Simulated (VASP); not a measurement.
Wanted: the native input for a VASP 6.6.1 run.

* Task: single point
* Functional: PBEsol
* Potentials or basis: VASP PAW PBE potentials, release 64 (Os)
* Cutoff: 520 eV
* k mesh: 14 × 14 × 14
* Occupations: fermi-dirac, width 0.05 eV
* Spin: no spin polarisation
* Dipole correction: no
* Further INCAR settings: ALGO = Normal; EDIFF = 1e-06; NBANDS = 10

The structure of Os lies in POSCAR:

```
Os
1.0
    0.0000000000      1.9831469396      1.9831469396
    1.9831469396      0.0000000000      1.9831469396
    1.9831469396      1.9831469396      0.0000000000
Os
1
Direct
    0.0000000000      0.0000000000      0.0000000000
```

This cell differs from its parent crystal: volume scaled by 1.06.

The input as run:

INCAR

```
PREC = Accurate
ENCUT = 520
EDIFF = 1E-6
ISMEAR = -1
SIGMA = 0.05
LREAL = False
LASPH = True
NELM = 60
ALGO = Normal
ISIF = 2
LWAVE = False
LCHARG = False
GGA = PS
NBANDS = 10
```

KPOINTS

```
regular mesh
0
Gamma
  14 14 14
```

Potentials or basis: VASP PAW PBE potentials, release 64 (Os).

Run with:

```sh
$ cat potpaw_PBE.64/Os/POTCAR > POTCAR
$ mpirun -np 1 vasp_std > vasp.out
```

Results of the run:

| Property | Result |
| --- | --- |
| Pressure | -36.6 GPa |
| Band gap on the k mesh | zero (band 4 reaches 9.75 eV, above the bottom of band 5 at 6.47 eV) |

Caveat: the PAW data sets were made with another functional, which shifts forces and pressure a little; spin-orbit coupling is left out, which moves the levels of the heavy elements.

Run time: 6.3 s on 1 thread of Intel(R) Xeon(R) 6975P-C (Granite Rapids) (shared host), peak memory 0.14 GiB.
